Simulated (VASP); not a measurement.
# BaTiO3 (P4mm) in VASP: notebook

The runs below take BaTiO3 through single point, with PBE.

Program: VASP 6.6.1. These are calculated values, not measurements. Logs are shortened: lines on timing, memory, paths and dates and some standing lists are left out, and cuts for length are marked.

## (1) The cell of the first run

Symmetry: P4mm, No. 99, tetragonal system. The conventional cell has a = 4.105 Å, b = 4.105 Å, c = 4.202 Å, α = 90.00°, β = 90.00°, γ = 90.00°. Within 3.7 Å of Ba (site symmetry 4mm) lie 12 O at 2.85 to 3.03 Å and 8 Ti at 3.54 to 3.63 Å. Ti (site symmetry 4mm) has 6 O at 1.81 to 2.39 Å within 2.4 Å. O (site symmetry 4mm) has 2 Ti at 1.81 to 2.39 Å within 2.4 Å. Within 2.7 Å of O (site symmetry 2mm) lie 2 Ti at 2.06 Å.

## (2) Single point, PBE (strain +0.030 along x and y, +0.000 along z)

File INCAR:

```
PREC     = Accurate       # precision mode
ENCUT    = 520            # plane-wave cutoff, eV
EDIFF    = 1E-6           # SCF threshold, eV
ISMEAR   = 0              # smearing method
SIGMA    = 0.05           # smearing width, eV
LREAL    = F              # projectors in reciprocal space
LASPH    = T              # aspherical terms in the spheres
NELM     = 100            # most SCF steps
ALGO     = Normal         # electronic algorithm
ISIF     = 2              # what is computed and relaxed
LWAVE    = F              # write WAVECAR
LCHARG   = F              # write CHGCAR
GGA      = PE             # functional
NBANDS   = 28             # bands
```

File KPOINTS:

```
regular mesh
0
Gamma
  8 8 6
```

File POSCAR:

```
BaTiO3
1.0
    4.1049142711      0.0000000000      0.0000000000
    0.0000000000      4.1049142711      0.0000000000
    0.0000000000      0.0000000000      4.2018072460
Ba Ti O
1 1 3
Direct
    0.0000000000      0.0000000000      0.9863187693
    0.5000000000      0.5000000000      0.4690806688
    0.5000000000      0.5000000000      0.0378497747
    0.5000000000      0.0000000000      0.5173753936
    0.0000000000      0.5000000000      0.5173753936
```

Potentials or basis: VASP PAW PBE potentials, release 64 (Ba_sv, Ti_sv, O).

Started as:

```sh
$ cat potpaw_PBE.64/Ba_sv/POTCAR potpaw_PBE.64/Ti_sv/POTCAR potpaw_PBE.64/O/POTCAR > POTCAR
$ mpirun -np 1 vasp_std > vasp.out
```

OUTCAR:

```text
PREC = Accurate
   ENCUT = 520
   EDIFF = 1E-6
   ISMEAR = 0
   LREAL = F
   LASPH = T
   NELM = 100
   ISIF = 2
   GGA = PE

 ion  position               nearest neighbor table
   1  0.000  0.000  0.986-   4 2.85   5 2.85   5 2.85   4 2.85   3 2.91   3 2.91   3 2.91   3 2.91
                             4 3.03   5 3.03   5 3.03   4 3.03   2 3.54   2 3.54   2 3.54   2 3.54
   2  0.500  0.500  0.469-   3 1.81   4 2.06   5 2.06   4 2.06   5 2.06   3 2.39   1 3.54   1 3.54
                             1 3.54   1 3.54   1 3.63   1 3.63   1 3.63   1 3.63
   3  0.500  0.500  0.038-   2 1.81   2 2.39   1 2.91   1 2.91   1 2.91   1 2.91
   4  0.500  0.000  0.517-   2 2.06   2 2.06   1 2.85   1 2.85   1 3.03   1 3.03
   5  0.000  0.500  0.517-   2 2.06   2 2.06   1 2.85   1 2.85   1 3.03   1 3.03

  LATTYP: Found a simple tetragonal cell.
 ALAT       =     4.1049142711
 C/A-ratio  =     1.0236041409

  Lattice vectors:

 A1 = (   4.1049142711,   0.0000000000,   0.0000000000)
 A2 = (   0.0000000000,   4.1049142711,   0.0000000000)
 A3 = (   0.0000000000,   0.0000000000,   4.2018072460)

Analysis of symmetry for initial positions (statically):
=====================================================================
 Subroutine PRICEL returns:
 Original cell was already a primitive cell.

 Routine SETGRP: Setting up the symmetry group for a
 simple tetragonal supercell.

 Subroutine GETGRP returns: Found  8 space group operations
 (whereof  8 operations were pure point group operations)
 out of a pool of 16 trial point group operations.

The static configuration has the point symmetry C_4v.

Analysis of symmetry for dynamics (positions and initial velocities):
=====================================================================
 Subroutine PRICEL returns:
 Original cell was already a primitive cell.

 Routine SETGRP: Setting up the symmetry group for a
 simple tetragonal supercell.

 Subroutine GETGRP returns: Found  8 space group operations
 (whereof  8 operations were pure point group operations)
 out of a pool of 16 trial point group operations.

The dynamic configuration has the point symmetry C_4v.

 Subroutine INISYM returns: Found  8 space group operations
 (whereof  8 operations are pure point group operations),
 and found     1 'primitive' translations

----------------------------------------------------------------------------------------

                                     Primitive cell

  volume of cell :      70.8018

  direct lattice vectors                    reciprocal lattice vectors
     4.104914271  0.000000000  0.000000000     0.243610447  0.000000000  0.000000000
     0.000000000  4.104914271  0.000000000     0.000000000  0.243610447  0.000000000
     0.000000000  0.000000000  4.201807246     0.000000000  0.000000000  0.237992831

  length of vectors
     4.104914271  4.104914271  4.201807246     0.243610447  0.243610447  0.237992831

  position of ions in fractional coordinates (direct lattice)
     0.000000000  0.000000000  0.986318769
     0.500000000  0.500000000  0.469080669
     0.500000000  0.500000000  0.037849775
     0.500000000  0.000000000  0.517375394
     0.000000000  0.500000000  0.517375394

  ion indices of the primitive-cell ions
   primitive index   ion index
                 1           1
                 2           2
                 3           3
                 4           4
                 5           5

----------------------------------------------------------------------------------------

 KPOINTS: regular mesh

Automatic generation of k-mesh.
 Grid dimensions read from file:
 generate k-points for:    8    8    6

 Generating k-lattice:

  Cartesian coordinates                     Fractional coordinates (reciprocal lattice)
     0.030451306  0.000000000  0.000000000     0.125000000  0.000000000  0.000000000
     0.000000000  0.030451306  0.000000000     0.000000000  0.125000000  0.000000000
     0.000000000  0.000000000  0.039665472     0.000000000  0.000000000  0.166666667

  Length of vectors
     0.030451306  0.030451306  0.039665472

  Shift w.r.t. Gamma in fractional coordinates (k-lattice)
     0.000000000  0.000000000  0.000000000

 Subroutine IBZKPT returns following result:
 ===========================================

 Found     60 irreducible k-points:

 Following reciprocal coordinates:
            Coordinates               Weight
  0.000000  0.000000  0.000000      1.000000
  0.125000  0.000000  0.000000      4.000000
  0.250000  0.000000  0.000000      4.000000
  0.375000  0.000000  0.000000      4.000000
  0.500000  0.000000  0.000000      2.000000
  0.125000  0.125000  0.000000      4.000000
[... 16 lines left out ...]
  0.375000  0.125000  0.166667     16.000000
  0.500000  0.125000  0.166667      8.000000
 [... further k-points ...]
   k-points           NKPTS =     60   k-points in BZ     NKDIM =     60   number of bands    NBANDS=     28
   number of dos      NEDOS =    301   number of ions     NIONS =      5
   total plane-waves  NPLWV =  32768
   dimension x,y,z NGX =    32 NGY =   32 NGZ =   32
   dimension x,y,z NGXF=    64 NGYF=   64 NGZF=   64
   ions per type =               1   1   3
   NGX,Y,Z   is equivalent  to a cutoff of  12.96, 12.96, 12.66 a.u.
   NGXF,Y,Z  is equivalent  to a cutoff of  25.92, 25.92, 25.32 a.u.
 SYSTEM =  unknown system
   PREC   = accura    normal or accurate (medium, high low for compatibility)
   ISTART =      0    job   : 0-new  1-cont  2-samecut
   ICHARG =      2    charge: 1-file 2-atom 10-const
   ISPIN  =      1    spin polarized calculation?
   LNONCOLLINEAR =      F non collinear calculations
   LSORBIT =      F    spin-orbit coupling
   LASPH  =      T    aspherical Exc in radial PAW
   ENCUT  =  520.0 eV  38.22 Ry    6.18 a.u.   7.63  7.63  7.81*2*pi/ulx,y,z
   NELM   =    100;   NELMIN=  2; NELMDL= -5     # of ELM steps
   EDIFF  = 0.1E-05   stopping-criterion for ELM
   LREAL  =      F    real-space projection
   EDIFFG = 0.1E-04   stopping-criterion for IOM
   NSW    =      0    number of steps for IOM
   IBRION =     -1    ionic relax: 0-MD 1-quasi-New 2-CG
   NFREE  =      0    steps in history (QN), initial steepest desc. (CG)
   ISIF   =      2    stress and relaxation
   ISYM   =      2    0-nonsym 1-usesym 2-fastsym
   POTIM  = 0.5000    time-step for ionic-motion
   TEBEG  =    0.0;   TEEND  =   0.0 temperature during run
   PSTRESS=    0.0 pullay stress
   NELECT =      40.0000    total number of electrons
   NUPDOWN=      -1.0000    fix difference up-down
   EMIN   =  10.00;   EMAX   =-10.00  energy-range for DOS
   EFERMI =   0.00;   METHOD = LEGACY
   ISMEAR =     0;   SIGMA  =   0.05  broadening in eV -4-tet -1-fermi 0-gaus
   EFERMI_NEDOS =   21; number of points for ismear=-14 and -15
   IALGO  =     38    algorithm
   IMIX   =      4    mixing-type and parameters
     AMIX     =   0.40;   BMIX     =  1.00
     AMIX_MAG =   1.60;   BMIX_MAG =  1.00
  volume/ion in A,a.u.               =      14.16        95.56
  Fermi-wavevector in a.u.,A,eV,Ry     =   1.353360  2.557480 24.920210  1.831584
  Thomas-Fermi vector in A             =   2.480622
   LORBIT       =      0    0 simple, 1 ext, 2 COOP (PROOUT), +10 PAW based schemes
   GGA     = PE    functional components
   LHFCALC =     F    Hartree Fock is set to
   AEXX    =    0.0000 exact exchange contribution
   IVDW    =     0    specifies the selected vdW correction
   LEPSILON=     F    determine dielectric tensor
   LRPA    =     F    only Hartree local field effects (RPA)
 non-spin polarized calculation
 Gauss-broadening in eV      SIGMA  =   0.05
  energy-cutoff  :      520.00
  volume of cell :       70.80
 maximum number of plane-waves:      1928
 NGX is ok and might be reduce to    32
   NGX = 15   NGY = 15   NGZ = 15

 number of electron      40.0000015 magnetization

 Free energy of the ion-electron system (eV)
  ---------------------------------------------------
  ext. energy  EPLUGINS =         0.00000000
  ---------------------------------------------------
  free energy    TOTEN  =       -39.95290351 eV

  energy without entropy =      -39.95290351  energy(sigma->0) =      -39.95290351

 E-fermi :   3.6486     XC(G=0): -10.7185

 val. band max:        3.2704916521   @ k =   0.5000   0.5000   0.5000
 cond. band min:       4.9465210862   @ k =   0.0000   0.0000   0.0000
 fundamental gap:      1.6760294342
 Fermi energy:         3.6486251399

 k-point     1 :       0.0000    0.0000    0.0000
  band No.  band energies     occupation
      1     -53.5694      2.00000
      2     -29.8789      2.00000
      3     -29.7392      2.00000
      4     -29.7392      2.00000
      5     -22.0251      2.00000
      6     -13.5943      2.00000
[... 20 lines left out ...]
     27       8.1706      0.00000
     28       9.3854      0.00000

 k-point     2 :       0.1250    0.0000    0.0000
  band No.  band energies     occupation
      1     -53.5693      2.00000
      2     -29.8787      2.00000
      3     -29.7443      2.00000
      4     -29.7390      2.00000
      5     -22.0145      2.00000
      6     -13.6041      2.00000
[... 20 lines left out ...]
     27       8.4268      0.00000
     28       9.7421      0.00000

 k-point     3 :       0.2500    0.0000    0.0000
  band No.  band energies     occupation
      1     -53.5691      2.00000
      2     -29.8782      2.00000
      3     -29.7567      2.00000
      4     -29.7386      2.00000
      5     -21.9887      2.00000
      6     -13.6458      2.00000
[... 20 lines left out ...]
     27       9.0647      0.00000
     28      10.7062      0.00000

 k-point     4 :       0.3750    0.0000    0.0000
  band No.  band energies     occupation
      1     -53.5689      2.00000
      2     -29.8777      2.00000
      3     -29.7690      2.00000
      4     -29.7382      2.00000
      5     -21.9625      2.00000
      6     -13.7068      2.00000
[... 578 lines left out ...]
     27       9.5820      0.00000
     28      10.6147      0.00000

 k-point    23 :       0.3750    0.1250    0.1667
  band No.  band energies     occupation
      1     -53.5686      2.00000
      2     -29.8841      2.00000
      3     -29.7683      2.00000
      4     -29.7429      2.00000
      5     -21.9441      2.00000
      6     -13.5745      2.00000
[... 20 lines left out ...]
     27      10.2969      0.00000
     28      11.0947      0.00000

 k-point    24 :       0.5000    0.1250    0.1667
  band No.  band energies     occupation
      1     -53.5685      2.00000
      2     -29.8839      2.00000
      3     -29.7734      2.00000
      4     -29.7427      2.00000
      5     -21.9343      2.00000
      6     -13.5913      2.00000
[... 20 lines left out ...]
     27      10.6032      0.00000
     28      11.2612      0.00000

 [... further k-points ...]

------------------------ aborting loop because EDIFF is reached ----------------------------------------

  FORCE on cell =-STRESS in cart. coord.  units (eV):
  Direction    XX          YY          ZZ          XY          YZ          ZX
  --------------------------------------------------------------------------------------
  -------------------------------------------------------------------------------------
  Total       -3.5989852     -3.5989852     -1.6534717      0.0000000      0.0000000      0.0000000
  in kB      -81.4416075    -81.4416075    -37.4164895      0.0000000      0.0000000      0.0000000
  external PRESSURE =     -66.7665682 kB  Pullay stress =       0.0000000 kB

 VOLUME and BASIS-vectors are now :
 -----------------------------------------------------------------------------
  energy-cutoff  :      520.00
  volume of cell :       70.80
      direct lattice vectors                 reciprocal lattice vectors
     4.104914271  0.000000000  0.000000000     0.243610447  0.000000000  0.000000000
     0.000000000  4.104914271  0.000000000     0.000000000  0.243610447  0.000000000
     0.000000000  0.000000000  4.201807246     0.000000000  0.000000000  0.237992831

 POSITION                                       TOTAL-FORCE (eV/Angst)
 -----------------------------------------------------------------------------------
      0.00000      0.00000      4.14432         0.000000     -0.000000      0.000263
      2.05246      2.05246      1.97099         0.000000      0.000000     -0.037850
      2.05246      2.05246      0.15904         0.000000     -0.000000      0.180019
      2.05246      0.00000      2.17391         0.000000     -0.000000     -0.071216
      0.00000      2.05246      2.17391         0.000000      0.000000     -0.071216
 -----------------------------------------------------------------------------------
    total drift:                                0.000000     -0.000000      0.000464

  FREE ENERGIE OF THE ION-ELECTRON SYSTEM (eV)
  ---------------------------------------------------
  free  energy   TOTEN  =       -39.9529035105 eV

  energy  without entropy=      -39.9529035105  energy(sigma->0) =      -39.95290351
```

Run time: 87 s. Hardware: 1 thread of Intel Xeon Platinum 8259CL at 2.50GHz (Skylake/Cascade Lake), shared host; peak memory 0.26 GiB.

What came out:

| Property | Result |
| --- | --- |
| Free energy | -39.9529 eV |
| Pressure | -6.7 GPa |
| Largest force | 0.180 eV/Å |
| Band gap on the k mesh | 1.68 eV, indirect (least direct gap 2.19 eV) |

Forces in eV/Å, atoms in the order of the input:
```
Ba   0.000  0.000  0.000
Ti   0.000  0.000 -0.038
O    0.000  0.000  0.180
O    0.000  0.000 -0.071
O    0.000  0.000 -0.071
```

Caveat: the cell differs from its parent crystal (strain +0.030 along x and y, +0.000 along z); spin-orbit coupling is left out, which moves the levels of the heavy elements. A k mesh can miss the band edges.

(Part 1 of 3 ends here.)
